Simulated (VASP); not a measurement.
# Tl (Cmcm) in VASP: single point with PBEsol

Aim: the single point of Tl with PBEsol.

Everything below comes from runs of VASP 6.6.1. Logs are shortened: lines on timing, memory, paths and dates and some standing lists are left out, and cuts for length are marked.

## Step 1: The cell of the first run

The structure is orthorhombic, space group Cmcm (No. 63). The conventional cell has a = 3.455 Å, b = 5.877 Å, c = 5.557 Å, α = 90.00°, β = 90.00°, γ = 90.00°. Within 4.3 Å of Tl (site symmetry m2m) lie 12 Tl at 3.29 to 3.48 Å.

## Step 2: Single point, PBEsol (strained and its atoms moved)

Input file INCAR:

```
SYSTEM = Tl
ALGO = Fast
EDIFF = 1E-7
ENCUT = 520
GGA = PS
ISIF = 2
ISMEAR = 0
LASPH = .TRUE.
LCHARG = .TRUE.
LELF = .TRUE.
LREAL = .FALSE.
LVHAR = .TRUE.
LWAVE = .FALSE.
NBANDS = 20
NELM = 100
PREC = Accurate
SIGMA = 0.1
```

Input file KPOINTS:

```
k-points
0
G
  12 12 8
  0 0 0
```

Input file POSCAR:

```
Tl
1.0
    3.4085129391      0.0268185472      0.0000000000
   -1.6810309264      2.9652666428      0.0000000000
    0.0000000000      0.0000000000      5.5567135000
Tl
2
Direct
    0.3500390782      0.6499609218      0.2500000000
    0.6499609218      0.3500390782      0.7500000000
```

Potentials or basis: VASP PAW PBE potentials, release 64 (Tl_d).

Started as:

```console
cat potpaw_PBE.64/Tl_d/POTCAR > POTCAR
mpirun -np 1 vasp_std > vasp.out
```

OUTCAR:

```text
SYSTEM = Tl
   EDIFF = 1E-7
   ENCUT = 520
   GGA = PS
   ISIF = 2
   ISMEAR = 0
   LASPH = .TRUE.
   LREAL = .FALSE.
   NELM = 100
   PREC = Accurate

 ion  position               nearest neighbor table
   1  0.350  0.650  0.250-   2 3.29   2 3.29   2 3.48   2 3.48   2 3.48   2 3.48
   2  0.650  0.350  0.750-   1 3.29   1 3.29   1 3.48   1 3.48   1 3.48   1 3.48

  LATTYP: Found a base centered orthorhombic cell.
 ALAT       =     3.4549627912
 B/A-ratio  =     1.7010019164
 C/A-ratio  =     1.6083280301

  Lattice vectors:

 A1 = (   3.4085129391,   0.0268185472,   0.0000000000)
 A2 = (  -1.6810309264,   2.9652666428,   0.0000000000)
 A3 = (   0.0000000000,   0.0000000000,   5.5567135000)

Analysis of symmetry for initial positions (statically):
=====================================================================
 Subroutine PRICEL returns:
 Original cell was already a primitive cell.

 Routine SETGRP: Setting up the symmetry group for a
 base centered orthorhombic supercell.

 Subroutine GETGRP returns: Found  8 space group operations
 (whereof  4 operations were pure point group operations)
 out of a pool of  8 trial point group operations.

The static configuration has the point symmetry C_2h.
 The point group associated with its full space group is D_2h.

Analysis of symmetry for dynamics (positions and initial velocities):
=====================================================================
 Subroutine PRICEL returns:
 Original cell was already a primitive cell.

 Routine SETGRP: Setting up the symmetry group for a
 base centered orthorhombic supercell.

 Subroutine GETGRP returns: Found  8 space group operations
 (whereof  4 operations were pure point group operations)
 out of a pool of  8 trial point group operations.

The dynamic configuration has the point symmetry C_2h.
 The point group associated with its full space group is D_2h.

 Subroutine INISYM returns: Found  8 space group operations
 (whereof  4 operations are pure point group operations),
 and found     1 'primitive' translations

----------------------------------------------------------------------------------------

                                     Primitive cell

  volume of cell :      56.4130

  direct lattice vectors                    reciprocal lattice vectors
     3.408512939  0.026818547  0.000000000     0.292080253  0.165582390  0.000000000
    -1.681030926  2.965266643  0.000000000    -0.002641640  0.335740235  0.000000000
     0.000000000  0.000000000  5.556713500     0.000000000  0.000000000  0.179962490

  length of vectors
     3.408618443  3.408617203  5.556713500     0.335750506  0.335750628  0.179962490

  position of ions in fractional coordinates (direct lattice)
     0.350039078  0.649960922  0.250000000
     0.649960922  0.350039078  0.750000000

  ion indices of the primitive-cell ions
   primitive index   ion index
                 1           1
                 2           2

----------------------------------------------------------------------------------------

 KPOINTS: k-points

Automatic generation of k-mesh.
 Grid dimensions read from file:
 generate k-points for:   12   12    8

 Generating k-lattice:

  Cartesian coordinates                     Fractional coordinates (reciprocal lattice)
     0.024340021  0.013798533  0.000000000     0.083333333 -0.000000000  0.000000000
    -0.000220137  0.027978353  0.000000000     0.000000000  0.083333333  0.000000000
     0.000000000  0.000000000  0.022495311     0.000000000  0.000000000  0.125000000

  Length of vectors
     0.027979209  0.027979219  0.022495311

  Shift w.r.t. Gamma in fractional coordinates (k-lattice)
     0.000000000  0.000000000  0.000000000

 Subroutine IBZKPT returns following result:
 ===========================================

 Found    215 irreducible k-points:

 Following reciprocal coordinates:
            Coordinates               Weight
  0.000000  0.000000  0.000000      1.000000
  0.083333  0.000000  0.000000      4.000000
  0.166667  0.000000  0.000000      4.000000
  0.250000  0.000000  0.000000      4.000000
  0.333333  0.000000  0.000000      4.000000
  0.416667  0.000000  0.000000      4.000000
[... 16 lines left out ...]
  0.500000  0.166667  0.000000      4.000000
 -0.416667  0.166667  0.000000      4.000000
 [... further k-points ...]
   k-points           NKPTS =    215   k-points in BZ     NKDIM =    215   number of bands    NBANDS=     20
   number of dos      NEDOS =    301   number of ions     NIONS =      2
   total plane-waves  NPLWV =  32928
   dimension x,y,z NGX =    28 NGY =   28 NGZ =   42
   dimension x,y,z NGXF=    56 NGYF=   56 NGZF=   84
   ions per type =               2
   NGX,Y,Z   is equivalent  to a cutoff of  13.66, 13.66, 12.57 a.u.
   NGXF,Y,Z  is equivalent  to a cutoff of  27.31, 27.31, 25.13 a.u.
 SYSTEM =  Tl
   PREC   = accura    normal or accurate (medium, high low for compatibility)
   ISTART =      0    job   : 0-new  1-cont  2-samecut
   ICHARG =      2    charge: 1-file 2-atom 10-const
   ISPIN  =      1    spin polarized calculation?
   LNONCOLLINEAR =      F non collinear calculations
   LSORBIT =      F    spin-orbit coupling
   LASPH  =      T    aspherical Exc in radial PAW
   ENCUT  =  520.0 eV  38.22 Ry    6.18 a.u.   6.34  6.34 10.33*2*pi/ulx,y,z
   NELM   =    100;   NELMIN=  2; NELMDL= -5     # of ELM steps
   EDIFF  = 0.1E-06   stopping-criterion for ELM
   LREAL  =      F    real-space projection
   EDIFFG = 0.1E-05   stopping-criterion for IOM
   NSW    =      0    number of steps for IOM
   IBRION =     -1    ionic relax: 0-MD 1-quasi-New 2-CG
   NFREE  =      0    steps in history (QN), initial steepest desc. (CG)
   ISIF   =      2    stress and relaxation
   ISYM   =      2    0-nonsym 1-usesym 2-fastsym
   POTIM  = 0.5000    time-step for ionic-motion
   TEBEG  =    0.0;   TEEND  =   0.0 temperature during run
   PSTRESS=    0.0 pullay stress
   NELECT =      26.0000    total number of electrons
   NUPDOWN=      -1.0000    fix difference up-down
   EMIN   =  10.00;   EMAX   =-10.00  energy-range for DOS
   EFERMI =   0.00;   METHOD = LEGACY
   ISMEAR =     0;   SIGMA  =   0.10  broadening in eV -4-tet -1-fermi 0-gaus
   EFERMI_NEDOS =   21; number of points for ismear=-14 and -15
   IALGO  =     68    algorithm
   IMIX   =      4    mixing-type and parameters
     AMIX     =   0.40;   BMIX     =  1.00
     AMIX_MAG =   1.60;   BMIX_MAG =  1.00
  volume/ion in A,a.u.               =      28.21       190.35
  Fermi-wavevector in a.u.,A,eV,Ry     =   1.264560  2.389672 21.757238  1.599112
  Thomas-Fermi vector in A             =   2.397859
   LORBIT       =      0    0 simple, 1 ext, 2 COOP (PROOUT), +10 PAW based schemes
   GGA     = PS    functional components
   LHFCALC =     F    Hartree Fock is set to
   AEXX    =    0.0000 exact exchange contribution
   IVDW    =     0    specifies the selected vdW correction
   LEPSILON=     F    determine dielectric tensor
   LRPA    =     F    only Hartree local field effects (RPA)
 non-spin polarized calculation
 RMM-DIIS sequential band-by-band and
 Gauss-broadening in eV      SIGMA  =   0.10
  energy-cutoff  :      520.00
  volume of cell :       56.41
 maximum number of plane-waves:      1538
 NGX is ok and might be reduce to    28
   NGX = 13   NGY = 13   NGZ = 21

 number of electron      26.0000007 magnetization

 Free energy of the ion-electron system (eV)
  ---------------------------------------------------
  ext. energy  EPLUGINS =         0.00000000
  ---------------------------------------------------
  free energy    TOTEN  =        -5.24878362 eV

  energy without entropy =       -5.24561985  energy(sigma->0) =       -5.24720174

 E-fermi :   6.5604     XC(G=0): -10.4345

 val. band max:        6.5501816643   @ k =   0.2500   0.2500   0.2500
 cond. band min:       6.5641274696   @ k =  -0.4167   0.2500   0.3750
 fundamental gap:      0.0139458054
 Fermi energy:         6.5604002755

 k-point     1 :       0.0000    0.0000    0.0000
  band No.  band energies     occupation
      1      -5.2605      2.00000
      2      -5.0531      2.00000
      3      -5.0052      2.00000
      4      -4.9706      2.00000
      5      -4.9608      2.00000
      6      -4.9029      2.00000
[... 12 lines left out ...]
     19      17.1787      0.00000
     20      18.2865      0.00000

 k-point     2 :       0.0833    0.0000    0.0000
  band No.  band energies     occupation
      1      -5.2376      2.00000
      2      -5.0623      2.00000
      3      -4.9808      2.00000
      4      -4.9686      2.00000
      5      -4.9303      2.00000
      6      -4.9158      2.00000
[... 12 lines left out ...]
     19      17.4801      0.00000
     20      18.6543      0.00000

 k-point     3 :       0.1667    0.0000    0.0000
  band No.  band energies     occupation
      1      -5.2157      2.00000
      2      -5.0633      2.00000
      3      -4.9809      2.00000
      4      -4.9536      2.00000
      5      -4.9055      2.00000
      6      -4.8582      2.00000
[... 12 lines left out ...]
     19      17.3640      0.00000
     20      18.2769      0.00000

 k-point     4 :       0.2500    0.0000    0.0000
  band No.  band energies     occupation
      1      -5.2564      2.00000
      2      -5.0676      2.00000
      3      -5.0210      2.00000
      4      -4.9601      2.00000
      5      -4.9351      2.00000
      6      -4.7875      2.00000
[... 12 lines left out ...]
     19      16.7361      0.00000
     20      17.6857      0.00000

 k-point     5 :       0.3333    0.0000    0.0000
  band No.  band energies     occupation
      1      -5.3168      2.00000
      2      -5.1142      2.00000
      3      -5.1132      2.00000
      4      -4.9888      2.00000
      5      -4.9022      2.00000
      6      -4.7545      2.00000
[... 12 lines left out ...]
     19      16.1105      0.00000
     20      17.0518      0.00000

 k-point     6 :       0.4167    0.0000    0.0000
  band No.  band energies     occupation
      1      -5.3631      2.00000
      2      -5.1893      2.00000
      3      -5.1525      2.00000
      4      -5.0195      2.00000
      5      -4.8594      2.00000
      6      -4.7833      2.00000
[... 12 lines left out ...]
     19      15.7348      0.00000
     20      16.6577      0.00000

 k-point     7 :       0.5000    0.0000    0.0000
  band No.  band energies     occupation
      1      -5.3801      2.00000
      2      -5.2171      2.00000
      3      -5.1674      2.00000
      4      -5.0299      2.00000
      5      -4.8441      2.00000
      6      -4.7934      2.00000
[... 12 lines left out ...]
     19      15.6158      0.00000
     20      16.5248      0.00000
[... 277 lines left out ...]
 k-point    20 :       0.2500    0.1667    0.0000
  band No.  band energies     occupation
      1      -5.1857      2.00000
      2      -5.1571      2.00000
      3      -5.0760      2.00000
      4      -4.9423      2.00000
      5      -4.8773      2.00000
      6      -4.8153      2.00000
[... 12 lines left out ...]
     19      14.9916      0.00000
     20      18.3471      0.00000

 k-point    21 :       0.3333    0.1667    0.0000
  band No.  band energies     occupation
      1      -5.2247      2.00000
      2      -5.2155      2.00000
      3      -5.0555      2.00000
      4      -4.9734      2.00000
      5      -4.8383      2.00000
      6      -4.8345      2.00000
[... 12 lines left out ...]
     19      14.6016      0.00000
     20      18.1480      0.00000

 k-point    22 :       0.4167    0.1667    0.0000
  band No.  band energies     occupation
      1      -5.2396      2.00000
      2      -5.2339      2.00000
      3      -5.0587      2.00000
      4      -5.0023      2.00000
      5      -4.8265      2.00000
      6      -4.8256      2.00000
[... 12 lines left out ...]
     19      14.4939      0.00000
     20      18.0405      0.00000

 k-point    23 :       0.5000    0.1667    0.0000
  band No.  band energies     occupation
      1      -5.2256      2.00000
      2      -5.2045      2.00000
      3      -5.0679      2.00000
      4      -5.0228      2.00000
      5      -4.8429      2.00000
      6      -4.7946      2.00000
[... 12 lines left out ...]
     19      14.6449      0.00000
     20      18.0815      0.00000

 k-point    24 :      -0.4167    0.1667    0.0000
  band No.  band energies     occupation
      1      -5.1858      2.00000
      2      -5.1316      2.00000
      3      -5.0909      2.00000
      4      -5.0258      2.00000
      5      -4.8653      2.00000
      6      -4.7493      2.00000
[... 12 lines left out ...]
     19      15.0792      0.00000
     20      18.2601      0.00000

 [... further k-points ...]
[... 5 lines left out ...]
  --------------------------------------------------------------------------------------
  -------------------------------------------------------------------------------------
  Total        0.2902504      0.1317249      0.0745029     -0.1372869      0.0000000      0.0000000
  in kB        8.2433531      3.7410977      2.1159449     -3.8990626      0.0000000      0.0000000
  external PRESSURE =       4.7001319 kB  Pullay stress =       0.0000000 kB

 VOLUME and BASIS-vectors are now :
 -----------------------------------------------------------------------------
  energy-cutoff  :      520.00
  volume of cell :       56.41
      direct lattice vectors                 reciprocal lattice vectors
     3.408512939  0.026818547  0.000000000     0.292080253  0.165582390  0.000000000
    -1.681030926  2.965266643  0.000000000    -0.002641640  0.335740235  0.000000000
     0.000000000  0.000000000  5.556713500     0.000000000  0.000000000  0.179962490

 POSITION                                       TOTAL-FORCE (eV/Angst)
 -----------------------------------------------------------------------------------
      0.10051      1.93669      1.38918        -0.069472      0.040110      0.000000
      1.62697      1.05539      4.16754         0.069472     -0.040110     -0.000000
 -----------------------------------------------------------------------------------
    total drift:                                0.000000     -0.000000     -0.000000

  FREE ENERGIE OF THE ION-ELECTRON SYSTEM (eV)
  ---------------------------------------------------
  free  energy   TOTEN  =        -5.2487836238 eV

  energy  without entropy=       -5.2456198523  energy(sigma->0) =       -5.24720174
```

Run time: 6 min. Hardware: 1 thread of Intel Xeon 8259CL, shared host; peak memory 0.32 GiB.

What came out:

- Free energy: -5.2488 eV
- Pressure: 0.5 GPa
- Largest force: 0.080 eV/Å
- Band gap on the k mesh: zero (bands 13 and 14 overlap by 5.85 eV)

Forces on the atoms (eV/Å):
```
Tl  -0.069  0.040  0.000
Tl   0.069 -0.040  0.000
```

Caveat: the cell differs from its parent crystal (strained and its atoms moved); the PAW data sets were made with another functional, which shifts forces and pressure a little; spin-orbit coupling is left out, which moves the levels of the heavy elements.
